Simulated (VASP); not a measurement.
A run of VASP 6.6.1:

Contents of INCAR:

```
SYSTEM = InAs
  PREC = Accurate
  ENCUT = 600
  EDIFF = 1E-7
  ISMEAR = -1
  SIGMA = 0.15
  LREAL = .False.
  LASPH = .True.
  NELM = 60
  ALGO = Normal
  ISIF = 3
  LWAVE = .False.
  LCHARG = .False.
  GGA = PE
  IBRION = 2
  NSW = 80
  EDIFFG = -0.001
```

The input KPOINTS:

```
Automatic mesh
0
Gamma
  12 12 12
  0 0 0
```

Contents of POSCAR:

```
InAs
1.0
    0.0000000000      3.0933796587      3.0933796587
    3.0933796587      0.0000000000      3.0933796587
    3.0933796587      3.0933796587      0.0000000000
In As
1 1
Direct
    0.0000000000      0.0000000000      0.0000000000
    0.7500000000      0.7500000000      0.7500000000
```

Potentials or basis: VASP PAW PBE potentials, release 64 (In_d, As).

Launch:

```console
$ cat potpaw_PBE.64/In_d/POTCAR potpaw_PBE.64/As/POTCAR > POTCAR
$ mpirun -np 1 vasp_std > vasp.out
```

Hardware: 1 thread of Intel Xeon 8259CL (shared host).

Task: Estimate the wall time of this run.

Result: It took 4.9 min on 1 thread of Intel Xeon 8259CL, on a shared host, peak memory 0.26 GiB. Counts: scf iterations 31, k points 72, ion steps 3.
